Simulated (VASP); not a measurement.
# MgTl2GaC6N6 (Fm-3m) in VASP: a series of runs

Runs on MgTl2GaC6N6. Level: PBE. Tasks: single point, relaxation of cell and atoms.

Program: VASP 6.6.1. These are calculated values, not measurements. Logs are shortened: lines on timing, memory, paths and dates and some standing lists are left out, and cuts for length are marked.

### Step 1. The cell of the first run

It takes space group Fm-3m (No. 225, cubic). Conventional cell: a = 11.007 Å, b = 11.007 Å, c = 11.007 Å, α = 90.00°, β = 90.00°, γ = 90.00°. Mg (site symmetry m-3m) has 6 C at 2.29 Å within 3.0 Å. Tl (site symmetry -43m) has 12 C at 3.92 Å and 12 N at 3.96 Å and 4 Mg at 4.77 Å and 4 Ga at 4.77 Å within 5.1 Å. Ga (site symmetry m-3m) has 6 N at 2.04 Å within 2.7 Å. Within 1.6 Å of C (site symmetry 4mm) lie 1 N at 1.17 Å. N (site symmetry 4mm) has 1 C at 1.17 Å within 1.6 Å.

### Step 2. Single point, PBE

Input file INCAR:

```
ALGO     = Normal         # electronic algorithm
EDIFF    = 1E-6           # SCF threshold, eV
ENCUT    = 520            # plane-wave cutoff, eV
GGA      = PE             # functional
ISIF     = 2              # what is computed and relaxed
ISMEAR   = 0              # smearing method
LASPH    = True           # aspherical terms in the spheres
LCHARG   = False          # write CHGCAR
LREAL    = Auto         
LWAVE    = False          # write WAVECAR
NBANDS   = 62             # bands
NELM     = 60             # most SCF steps
PREC     = Accurate       # precision mode
SIGMA    = 0.1            # smearing width, eV
```

Input file KPOINTS:

```
k-points
0
Gamma
  6 6 6
```

Input file POSCAR:

```
MgTl2GaC6N6
1.0
    0.0000000000      5.5034197083      5.5034197083
    5.5034197083      0.0000000000      5.5034197083
    5.5034197083      5.5034197083      0.0000000000
Mg Tl Ga C N
1 2 1 6 6
Direct
    0.0000000000      0.0000000000      0.0000000000
    0.2500000000      0.2500000000      0.2500000000
    0.7500000000      0.7500000000      0.7500000000
    0.5000000000      0.5000000000      0.5000000000
    0.7915663100      0.2084336900      0.2084336900
    0.2084336900      0.7915663100      0.2084336900
    0.2084336900      0.2084336900      0.7915663100
    0.2084336900      0.7915663100      0.7915663100
    0.7915663100      0.2084336900      0.7915663100
    0.7915663100      0.7915663100      0.2084336900
    0.6851679095      0.3148320905      0.3148320905
    0.3148320905      0.6851679095      0.3148320905
    0.3148320905      0.3148320905      0.6851679095
    0.3148320905      0.6851679095      0.6851679095
    0.6851679095      0.3148320905      0.6851679095
    0.6851679095      0.6851679095      0.3148320905
```

Potentials or basis: VASP PAW PBE potentials, release 64 (Mg, Tl_d, Ga_d, C, N).

Started as:

```
$ cat potpaw_PBE.64/Mg/POTCAR potpaw_PBE.64/Tl_d/POTCAR potpaw_PBE.64/Ga_d/POTCAR potpaw_PBE.64/C/POTCAR potpaw_PBE.64/N/POTCAR > POTCAR
$ mpirun -np 1 vasp_std > vasp.out
```

OUTCAR:

```text
EDIFF = 1E-6
   ENCUT = 520
   GGA = PE
   ISIF = 2
   ISMEAR = 0
   LASPH = True
   LREAL = Auto
   NELM = 60
   PREC = Accurate

 ion  position               nearest neighbor table
   1  0.000  0.000  0.000-   5 2.29   6 2.29   7 2.29   8 2.29   9 2.29  10 2.29
   2  0.250  0.250  0.250-
   3  0.750  0.750  0.750-
   4  0.500  0.500  0.500-  11 2.04  12 2.04  13 2.04  14 2.04  15 2.04  16 2.04
   5  0.792  0.208  0.208-  11 1.17   1 2.29
   6  0.208  0.792  0.208-  12 1.17   1 2.29
   7  0.208  0.208  0.792-  13 1.17   1 2.29
   8  0.208  0.792  0.792-  14 1.17   1 2.29
   9  0.792  0.208  0.792-  15 1.17   1 2.29
  10  0.792  0.792  0.208-  16 1.17   1 2.29
  11  0.685  0.315  0.315-   5 1.17   4 2.04
  12  0.315  0.685  0.315-   6 1.17   4 2.04
  13  0.315  0.315  0.685-   7 1.17   4 2.04
  14  0.315  0.685  0.685-   8 1.17   4 2.04
  15  0.685  0.315  0.685-   9 1.17   4 2.04
  16  0.685  0.685  0.315-  10 1.17   4 2.04

  LATTYP: Found a face centered cubic cell.
 ALAT       =    11.0068394166

  Lattice vectors:

 A1 = (   0.0000000000,   5.5034197083,   5.5034197083)
 A2 = (   5.5034197083,   0.0000000000,   5.5034197083)
 A3 = (   5.5034197083,   5.5034197083,   0.0000000000)

Analysis of symmetry for initial positions (statically):
=====================================================================
 Subroutine PRICEL returns:
 Original cell was already a primitive cell.

 Routine SETGRP: Setting up the symmetry group for a
 face centered cubic supercell.

 Subroutine GETGRP returns: Found 48 space group operations
 (whereof 48 operations were pure point group operations)
 out of a pool of 48 trial point group operations.

The static configuration has the point symmetry O_h .

Analysis of symmetry for dynamics (positions and initial velocities):
=====================================================================
 Subroutine PRICEL returns:
 Original cell was already a primitive cell.

 Routine SETGRP: Setting up the symmetry group for a
 face centered cubic supercell.

 Subroutine GETGRP returns: Found 48 space group operations
 (whereof 48 operations were pure point group operations)
 out of a pool of 48 trial point group operations.

The dynamic configuration has the point symmetry O_h .

 Subroutine INISYM returns: Found 48 space group operations
 (whereof 48 operations are pure point group operations),
 and found     1 'primitive' translations

----------------------------------------------------------------------------------------

                                     Primitive cell

  volume of cell :     333.3711

  direct lattice vectors                    reciprocal lattice vectors
     0.000000000  5.503419708  5.503419708    -0.090852602  0.090852602  0.090852602
     5.503419708  0.000000000  5.503419708     0.090852602 -0.090852602  0.090852602
     5.503419708  5.503419708  0.000000000     0.090852602  0.090852602 -0.090852602

  length of vectors
     7.783010791  7.783010791  7.783010791     0.157361323  0.157361323  0.157361323

  position of ions in fractional coordinates (direct lattice)
     0.000000000  0.000000000  0.000000000
     0.250000000  0.250000000  0.250000000
     0.750000000  0.750000000  0.750000000
     0.500000000  0.500000000  0.500000000
     0.791566310  0.208433690  0.208433690
     0.208433690  0.791566310  0.208433690
[... 8 lines left out ...]
     0.685167910  0.314832090  0.685167910
     0.685167910  0.685167910  0.314832090

  ion indices of the primitive-cell ions
   primitive index   ion index
                 1           1
                 2           2
                 3           3
                 4           4
                 5           5
                 6           6
[... 8 lines left out ...]
                15          15
                16          16

----------------------------------------------------------------------------------------

 KPOINTS: k-points

Automatic generation of k-mesh.
 Grid dimensions read from file:
 generate k-points for:    6    6    6

 Generating k-lattice:

  Cartesian coordinates                     Fractional coordinates (reciprocal lattice)
    -0.015142100  0.015142100  0.015142100     0.166666667  0.000000000  0.000000000
     0.015142100 -0.015142100  0.015142100     0.000000000  0.166666667  0.000000000
     0.015142100  0.015142100 -0.015142100     0.000000000  0.000000000  0.166666667

  Length of vectors
     0.026226887  0.026226887  0.026226887

  Shift w.r.t. Gamma in fractional coordinates (k-lattice)
     0.000000000  0.000000000  0.000000000

 Subroutine IBZKPT returns following result:
 ===========================================

 Found     16 irreducible k-points:

 Following reciprocal coordinates:
            Coordinates               Weight
  0.000000  0.000000  0.000000      1.000000
  0.166667  0.000000  0.000000      8.000000
  0.333333  0.000000  0.000000      8.000000
  0.500000  0.000000  0.000000      4.000000
  0.166667  0.166667  0.000000      6.000000
  0.333333  0.166667  0.000000     24.000000
[... 8 lines left out ...]
 -0.333333  0.333333  0.166667     24.000000
 -0.333333  0.500000  0.166667     12.000000
   k-points           NKPTS =     16   k-points in BZ     NKDIM =     16   number of bands    NBANDS=     62
   number of dos      NEDOS =    301   number of ions     NIONS =     16
   total plane-waves  NPLWV = 216000
   dimension x,y,z NGX =    60 NGY =   60 NGZ =   60
   dimension x,y,z NGXF=   120 NGYF=  120 NGZF=  120
   ions per type =               1   2   1   6   6
   NGX,Y,Z   is equivalent  to a cutoff of  12.82, 12.82, 12.82 a.u.
   NGXF,Y,Z  is equivalent  to a cutoff of  25.63, 25.63, 25.63 a.u.
 SYSTEM =  unknown system
   PREC   = accura    normal or accurate (medium, high low for compatibility)
   ISTART =      0    job   : 0-new  1-cont  2-samecut
   ICHARG =      2    charge: 1-file 2-atom 10-const
   ISPIN  =      1    spin polarized calculation?
   LNONCOLLINEAR =      F non collinear calculations
   LSORBIT =      F    spin-orbit coupling
   LASPH  =      T    aspherical Exc in radial PAW
   ENCUT  =  520.0 eV  38.22 Ry    6.18 a.u.  14.47 14.47 14.47*2*pi/ulx,y,z
   NELM   =     60;   NELMIN=  2; NELMDL= -5     # of ELM steps
   EDIFF  = 0.1E-05   stopping-criterion for ELM
   LREAL  =      T    real-space projection
   EDIFFG = 0.1E-04   stopping-criterion for IOM
   NSW    =      0    number of steps for IOM
   IBRION =     -1    ionic relax: 0-MD 1-quasi-New 2-CG
   NFREE  =      0    steps in history (QN), initial steepest desc. (CG)
   ISIF   =      2    stress and relaxation
   ISYM   =      2    0-nonsym 1-usesym 2-fastsym
   POTIM  = 0.5000    time-step for ionic-motion
   TEBEG  =    0.0;   TEEND  =   0.0 temperature during run
   PSTRESS=    0.0 pullay stress
   NELECT =      95.0000    total number of electrons
   NUPDOWN=      -1.0000    fix difference up-down
   EMIN   =  10.00;   EMAX   =-10.00  energy-range for DOS
   EFERMI =   0.00;   METHOD = LEGACY
   ISMEAR =     0;   SIGMA  =   0.10  broadening in eV -4-tet -1-fermi 0-gaus
   EFERMI_NEDOS =   21; number of points for ismear=-14 and -15
   IALGO  =     38    algorithm
   IMIX   =      4    mixing-type and parameters
     AMIX     =   0.40;   BMIX     =  1.00
     AMIX_MAG =   1.60;   BMIX_MAG =  1.00
  volume/ion in A,a.u.               =      20.84       140.61
  Fermi-wavevector in a.u.,A,eV,Ry     =   1.077308  2.035818 15.790833  1.160593
  Thomas-Fermi vector in A             =   2.213217
   LORBIT       =      0    0 simple, 1 ext, 2 COOP (PROOUT), +10 PAW based schemes
   GGA     = PE    functional components
   LHFCALC =     F    Hartree Fock is set to
   AEXX    =    0.0000 exact exchange contribution
   IVDW    =     0    specifies the selected vdW correction
   LEPSILON=     F    determine dielectric tensor
   LRPA    =     F    only Hartree local field effects (RPA)
 non-spin polarized calculation
 Gauss-broadening in eV      SIGMA  =   0.10
  energy-cutoff  :      520.00
  volume of cell :      333.37
 maximum number of plane-waves:      9033
 NGX is ok and might be reduce to    60
   NGX = 29   NGY = 29   NGZ = 29

 number of electron      95.0000004 magnetization

 Free energy of the ion-electron system (eV)
  ---------------------------------------------------
  ext. energy  EPLUGINS =         0.00000000
  ---------------------------------------------------
  free energy    TOTEN  =      -109.02599229 eV

  energy without entropy =     -108.97650092  energy(sigma->0) =     -109.00124660

 E-fermi :   2.9298     XC(G=0):  -7.7726

 val. band max:        2.8951465097   @ k =  -0.3333   0.3333   0.1667
 cond. band min:       2.9365644541   @ k =   0.1667   0.0000   0.0000
 fundamental gap:      0.0414179444
 Fermi energy:         2.9297822313

 k-point     1 :       0.0000    0.0000    0.0000
  band No.  band energies     occupation
      1     -17.4913      2.00000
      2     -17.2120      2.00000
      3     -17.2120      2.00000
      4     -17.2120      2.00000
      5     -17.1770      2.00000
      6     -17.1770      2.00000
[... 51 lines left out ...]
     58       4.9018      0.00000
     59       5.0178      0.00000

 k-point     2 :       0.1667    0.0000    0.0000
  band No.  band energies     occupation
      1     -17.4865      2.00000
      2     -17.2175      2.00000
      3     -17.2103      2.00000
      4     -17.2103      2.00000
      5     -17.1790      2.00000
      6     -17.1790      2.00000
[... 51 lines left out ...]
     58       4.9078      0.00000
     59       4.9155      0.00000

 k-point     3 :       0.3333    0.0000    0.0000
  band No.  band energies     occupation
      1     -17.4762      2.00000
      2     -17.2289      2.00000
      3     -17.2059      2.00000
      4     -17.2059      2.00000
      5     -17.1833      2.00000
      6     -17.1832      2.00000
[... 741 lines left out ...]
      4     -17.2090      2.00000
      5     -17.1878      2.00000
      6     -17.1835      2.00000
[... 51 lines left out ...]
     58       4.8568      0.00000
     59       4.8646      0.00000

 k-point    16 :      -0.3333    0.5000    0.1667
  band No.  band energies     occupation
      1     -17.4645      2.00000
      2     -17.2207      2.00000
      3     -17.2139      2.00000
      4     -17.2132      2.00000
      5     -17.1925      2.00000
      6     -17.1801      2.00000
[... 51 lines left out ...]
     58       4.9828      0.00000
     59       5.0347      0.00000
 [bands above 59 left out]

------------------------ aborting loop because EDIFF is reached ----------------------------------------

  FORCE on cell =-STRESS in cart. coord.  units (eV):
  Direction    XX          YY          ZZ          XY          YZ          ZX
  --------------------------------------------------------------------------------------
  -------------------------------------------------------------------------------------
  Total        0.6687849      0.6687849      0.6687849      0.0000000      0.0000000      0.0000000
  in kB        3.2141720      3.2141720      3.2141720      0.0000000      0.0000000      0.0000000
  external PRESSURE =       3.2141720 kB  Pullay stress =       0.0000000 kB

 VOLUME and BASIS-vectors are now :
 -----------------------------------------------------------------------------
  energy-cutoff  :      520.00
  volume of cell :      333.37
      direct lattice vectors                 reciprocal lattice vectors
     0.000000000  5.503419708  5.503419708    -0.090852602  0.090852602  0.090852602
     5.503419708  0.000000000  5.503419708     0.090852602 -0.090852602  0.090852602
     5.503419708  5.503419708  0.000000000     0.090852602  0.090852602 -0.090852602

 POSITION                                       TOTAL-FORCE (eV/Angst)
 -----------------------------------------------------------------------------------
      0.00000      0.00000      0.00000         0.000000     -0.000000      0.000000
      2.75171      2.75171      2.75171         0.000000      0.000000      0.000000
      8.25513      8.25513      8.25513        -0.000000     -0.000000     -0.000000
      5.50342      5.50342      5.50342         0.000000      0.000000      0.000000
      2.29420      5.50342      5.50342        -0.397116      0.000000      0.000000
      5.50342      2.29420      5.50342         0.000000     -0.397116      0.000000
[... 8 lines left out ...]
      5.50342      7.54153      5.50342         0.000000     -0.375939      0.000000
      5.50342      5.50342      7.54153         0.000000      0.000000     -0.375939
 -----------------------------------------------------------------------------------
    total drift:                               -0.000000     -0.000000      0.000000

  FREE ENERGIE OF THE ION-ELECTRON SYSTEM (eV)
  ---------------------------------------------------
  free  energy   TOTEN  =      -109.0259922854 eV

  energy  without entropy=     -108.9765009171  energy(sigma->0) =     -109.00124660
```

Run time: 12 min. Hardware: 1 thread of Intel Xeon Platinum 8488C (Sapphire Rapids), shared host; peak memory 0.62 GiB.

What came out:

```
Free energy   : -109.0260 eV
Pressure      : 0.3 GPa
Largest force : 0.397 eV/Å
```

Forces in eV/Å, atoms in the order of the input:
```
Mg   0.000  0.000  0.000
Tl   0.000  0.000  0.000
Tl   0.000  0.000  0.000
Ga   0.000  0.000  0.000
C   -0.397  0.000  0.000
C    0.000 -0.397  0.000
C    0.000  0.000 -0.397
C    0.397  0.000  0.000
C    0.000  0.397  0.000
C    0.000  0.000  0.397
N    0.376  0.000  0.000
N    0.000  0.376  0.000
N    0.000  0.000  0.376
N   -0.376  0.000  0.000
N    0.000 -0.376  0.000
N    0.000  0.000 -0.376
```

Levels at points of the mesh, in eV from the Fermi level:
```csv
k point,band 43,band 44,band 45,band 46,band 47,band 48,band 49,band 50,band 51,band 52
"(0.00, 0.00, 0.00)",-5.62,-5.62,-5.62,-4.60,-4.60,-0.05,-0.05,-0.05,0.95,0.95
"(0.50, 0.00, 0.00)",-5.75,-5.18,-5.18,-4.91,-4.91,0.14,0.25,0.32,0.32,0.58
"(0.50, 0.50, 0.00)",-5.49,-5.49,-5.27,-5.18,-4.59,-0.16,0.21,0.21,0.54,0.66
```

Caveat: spin-orbit coupling is left out, which moves the levels of the heavy elements.

[end of part 1 of 2]
